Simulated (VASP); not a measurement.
# As (Pm-3m) in VASP: notebook, part 2 of 2

VASP 6.6.1. The steps go on from the part before.

### Step 4. Single point, LDA

Input file INCAR:

```
SYSTEM = As
PREC = Accurate
ENCUT = 500
EDIFF = 1E-6
ISMEAR = -1
SIGMA = 0.08
LREAL = .FALSE.
LASPH = .TRUE.
NELM = 120
ALGO = Normal
ISIF = 2
LWAVE = .FALSE.
LCHARG = .FALSE.
GGA = CA
NBANDS = 8
GGA_COMPAT = .FALSE.
```

Input file KPOINTS:

```
regular mesh
0
G
  15 15 15
  0 0 0
```

Input file POSCAR:

```
As
1.0
    2.6723294869      0.0000000000      0.0000000000
    0.0000000000      2.6723294869      0.0000000000
    0.0000000000      0.0000000000      2.6723294869
As
1
Direct
    0.0000000000      0.0000000000      0.0000000000
```

Potentials or basis: VASP PAW LDA potentials, release 64 (As).

Run with:

```console
cat potpaw_LDA.64/As/POTCAR > POTCAR
mpirun -np 1 vasp_std > vasp.out
```

OUTCAR:

```text
SYSTEM = As
   PREC = Accurate
   ENCUT = 500
   EDIFF = 1E-6
   ISMEAR = -1
   LREAL = .FALSE.
   LASPH = .TRUE.
   NELM = 120
   ISIF = 2
   GGA = CA

 ion  position               nearest neighbor table
   1  0.000  0.000  0.000-

  LATTYP: Found a simple cubic cell.
 ALAT       =     2.6723294869

  Lattice vectors:

 A1 = (   2.6723294869,   0.0000000000,   0.0000000000)
 A2 = (   0.0000000000,   2.6723294869,   0.0000000000)
 A3 = (   0.0000000000,   0.0000000000,   2.6723294869)

Analysis of symmetry for initial positions (statically):
=====================================================================
 Subroutine PRICEL returns:
 Original cell was already a primitive cell.

 Routine SETGRP: Setting up the symmetry group for a
 simple cubic supercell.

 Subroutine GETGRP returns: Found 48 space group operations
 (whereof 48 operations were pure point group operations)
 out of a pool of 48 trial point group operations.

The static configuration has the point symmetry O_h .

Analysis of symmetry for dynamics (positions and initial velocities):
=====================================================================
 Subroutine PRICEL returns:
[... 154 lines left out ...]

 E-fermi :   6.3944     XC(G=0): -10.7395

 val. band max:        6.3937065177   @ k =   0.4000   0.2667   0.2000
 cond. band min:       6.4046465993   @ k =   0.2000   0.2000   0.0667
 fundamental gap:      0.0109400817
 Fermi energy:         6.3943763289

 k-point     1 :       0.0000    0.0000    0.0000
  band No.  band energies     occupation
      1      -8.9507      2.00000
      2      10.5930      0.00000
      3      10.5930      0.00000
      4      10.5930      0.00000
      5      14.9746      0.00000
      6      14.9746      0.00000
      7      17.0863      0.00000
      8      31.7100      0.00000
[... 243 lines left out ...]
 k-point    24 :       0.3333    0.2000    0.0000
  band No.  band energies     occupation
      1      -6.2149      2.00000
      2       2.2946      2.00000
      3       7.1551      0.00015
      4      12.8339      0.00000
      5      16.2713      0.00000
      6      18.6143      0.00000
      7      23.7578      0.00000
      8      23.9336      0.00000

 [... further k-points ...]
[... 5 lines left out ...]
  --------------------------------------------------------------------------------------
  -------------------------------------------------------------------------------------
  Total        0.0437342      0.0437342      0.0437342      0.0000000      0.0000000     -0.0000000
  in kB        3.6716520      3.6716520      3.6716520      0.0000000      0.0000000     -0.0000000
  external PRESSURE =       3.6716520 kB  Pullay stress =       0.0000000 kB

 VOLUME and BASIS-vectors are now :
 -----------------------------------------------------------------------------
  energy-cutoff  :      500.00
  volume of cell :       19.08
      direct lattice vectors                 reciprocal lattice vectors
     2.672329487  0.000000000  0.000000000     0.374205353  0.000000000  0.000000000
     0.000000000  2.672329487  0.000000000     0.000000000  0.374205353  0.000000000
     0.000000000  0.000000000  2.672329487     0.000000000  0.000000000  0.374205353

 POSITION                                       TOTAL-FORCE (eV/Angst)
 -----------------------------------------------------------------------------------
      0.00000      0.00000      0.00000         0.000000      0.000000      0.000000
 -----------------------------------------------------------------------------------
    total drift:                               -0.000000     -0.000000      0.000000

  FREE ENERGIE OF THE ION-ELECTRON SYSTEM (eV)
  ---------------------------------------------------
  free  energy   TOTEN  =        -5.3235674325 eV

  energy  without entropy=       -5.3141006365  energy(sigma->0) =       -5.31883403
```

OSZICAR:

```text
N       E                     dE             d eps       ncg     rms          rms(c)
DAV:   1     0.176341230706E+01    0.17634E+01   -0.20938E+03  1936   0.459E+02
DAV:   2    -0.525103647528E+01   -0.70144E+01   -0.68791E+01  2520   0.507E+01
DAV:   3    -0.533183257546E+01   -0.80796E-01   -0.80579E-01  2192   0.591E+00
DAV:   4    -0.533192813469E+01   -0.95559E-04   -0.95560E-04  3032   0.224E-01
DAV:   5    -0.533192816583E+01   -0.31143E-07   -0.30390E-07  2232   0.269E-03    0.242E+00
DAV:   6    -0.532667273839E+01    0.52554E-02   -0.50528E-04  2448   0.165E-01    0.143E+00
DAV:   7    -0.532355743498E+01    0.31153E-02   -0.12188E-03  2168   0.254E-01    0.628E-02
DAV:   8    -0.532356700220E+01   -0.95672E-05   -0.10298E-05  2760   0.241E-02    0.867E-03
DAV:   9    -0.532356743250E+01   -0.43030E-06   -0.15919E-07  1920   0.299E-03
   1 F= -.53235674E+01 E0= -.53188340E+01  d E =-.946680E-02
```

stdout:

```text
POSCAR found type information on POSCAR As
 POSCAR found :  1 types and       1 ions
 scaLAPACK will be used
 LDA part: xc-table for (Slater(with rela. corr.)+CA(PZ))
 , standard interpolation
 POSCAR, INCAR and KPOINTS ok, starting setup
 FFT: planning ... GRIDC
 FFT: planning ... GRID_SOFT
 FFT: planning ... GRID
 WAVECAR not read
 entering main loop
```

Wall time 5.5 s (1 thread of Intel Xeon Platinum 8559C (Emerald Rapids), shared host); peak memory 0.12 GiB.

What came out:

* Free energy: -5.3236 eV
* Pressure: 0.4 GPa

### Step 5. Relaxation of cell and atoms, LDA

This run uses another cell than the first one, of 20.52 Å³/atom, 1.075 times its volume.

Input file INCAR:

```
SYSTEM = As
PREC     = Accurate       ! precision mode
ENCUT    = 500            ! plane-wave cutoff, eV
EDIFF    = 1E-7           ! SCF threshold, eV
ISMEAR   = -1             ! smearing method
SIGMA    = 0.08           ! smearing width, eV
LREAL    = .False.        ! projectors in reciprocal space
LASPH    = .True.         ! aspherical terms in the spheres
NELM     = 120            ! most SCF steps
ALGO     = Normal         ! electronic algorithm
ISIF     = 3              ! what is computed and relaxed
LWAVE    = .False.        ! write WAVECAR
LCHARG   = .False.        ! write CHGCAR
IBRION   = 2              ! ionic algorithm
NSW      = 60             ! ionic steps
EDIFFG   = -0.005         ! ionic threshold
GGA_COMPAT= .False.      
NELMIN   = 4
```

Input file KPOINTS:

```
Automatic mesh
0
Gamma
  15 15 15
  0 0 0
```

Input file POSCAR:

```
As
1.0
    2.7377415812      0.0000000000      0.0000000000
    0.0000000000      2.7377415812      0.0000000000
    0.0000000000      0.0000000000      2.7377415812
As
1
Direct
    0.0000000000      0.0000000000      0.0000000000
```

Run with:

```console
cat potpaw_LDA.64/As/POTCAR > POTCAR
mpirun -np 1 vasp_std > vasp.out
```

Run time: 9.4 s. Hardware: 1 thread of Intel Xeon Platinum 8559C (Emerald Rapids), shared host; peak memory 0.13 GiB.

It converged, with:

* Free energy: -5.3237 eV
* Relaxed volume: 19.16 Å³/atom
* Relaxed cell: a = 2.676 Å, b = 2.676 Å, c = 2.676 Å, α = 90.00°, β = 90.00°, γ = 90.00°
* Space group after relaxing (to 0.05 Å): Pm-3m (No. 221)
* Energy gained by relaxing: 24.9 meV/atom
* Ionic steps: 3
* Pressure after relaxing: 0.0 GPa

Step by step:
```tsv
step	energy change (eV)	largest force (eV/Å)	pressure (GPa)	volume (Å³)
1	0.0000	0.0000	-5.52	20.52
2	-0.0177	0.0000	3.59	18.49
3	-0.0249	0.0000	-0.01	19.16
```

Final structure:
```
As
1.0
     2.67588    0.00000    0.00000
     0.00000    2.67588    0.00000
     0.00000    0.00000    2.67588
As
1
Direct
  0.00000 0.00000 0.00000
```

Levels at points of the mesh, in eV from the Fermi level:
```csv
k point,band 1,band 2,band 3,band 4,band 5,band 6
"(0.00, 0.00, 0.00)",-15.31,4.19,4.19,4.19,8.58,8.58
```
